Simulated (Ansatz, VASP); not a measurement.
# Cu: VASP beside Ansatz

File INCAR:

```
ALGO = Normal
EDIFF = 1E-7
ENCUT = 520
GGA = CA
ISIF = 2
ISMEAR = -1
LASPH = True
LCHARG = False
LREAL = False
LWAVE = False
NBANDS = 24
NELM = 80
PREC = Accurate
SIGMA = 0.1
```

KPOINTS

```
k-points
0
Gamma
  10 10 15
```

File POSCAR:

```
Cu
1.0
    3.8888244253      0.0000000000      0.0000000000
   -1.9444122127      3.3678207432      0.0000000000
    0.0000000000      0.0000000000      2.3346020352
Cu
3
Direct
    1.0000000000      1.0000000000      0.0000000000
    0.3333333333      0.6666666667      0.5000000000
    0.6666666667      0.3333333333      0.5000000000
```

Input for Ansatz:

```yaml
crystal:
  lattice:
    - [3.8888244253, 0.0, 0.0]
    - [-1.9444122127, 3.3678207432, 0.0]
    - [0.0, 0.0, 2.3346020352]
  atoms:
    - { symbol: Cu, position: [1.0, 1.0, 0.0] }
    - { symbol: Cu, position: [0.3333333333, 0.6666666667, 0.5] }
    - { symbol: Cu, position: [0.6666666667, 0.3333333333, 0.5] }
hamiltonian:
  xc: lda
  pseudopotentials:
    kind: paw
    azcp:
      Cu: "pseudopotentials/Cu.paw.azcp"
basis:
  ecutwfc: 420
  fft_grid_basis: typed
kpoints:
  mp_grid: { grid: [10, 10, 15], shift: [0, 0, 0] }
magnetization:
  spin_polarized: false
scf:
  occupations: { method: fermi_dirac, width: 0.1 }
  lower_state_search: "off"
output:
  stress: true
  write_density: true
  write_potential: true
  elf: true
  volumetric_format: npy
```

Alike in both runs: task single point; functional LDA; k mesh 10 × 10 × 15; occupations fermi-dirac, width 0.1 eV; no spin polarisation.

```csv
,VASP,Ansatz
version,VASP 6.6.1,Ansatz 0.2.0
potentials or method,"VASP PAW LDA potentials, release 64 (Cu), cutoff 520 eV","plane waves (420 eV) with PAW, scalar-relativistic"
valence electrons in the cell,33,57
```

|  | VASP | Ansatz | Ansatz less VASP |
| --- | --- | --- | --- |
| pressure (GPa) | 19.5 | 18.6 | -0.88 |
| traceless stress, the component that is largest in VASP (GPa) | -0.29 | -0.22 | +0.075 |

Ansatz warns that its potentials were made for another functional, while VASP's fit it. LDA's correlation is that of Perdew and Zunger in VASP and of Perdew and Wang (1992) in Ansatz. VASP's potentials hold 33 valence electrons a cell and Ansatz's 57, so a difference there can come from the potentials and not from the codes.
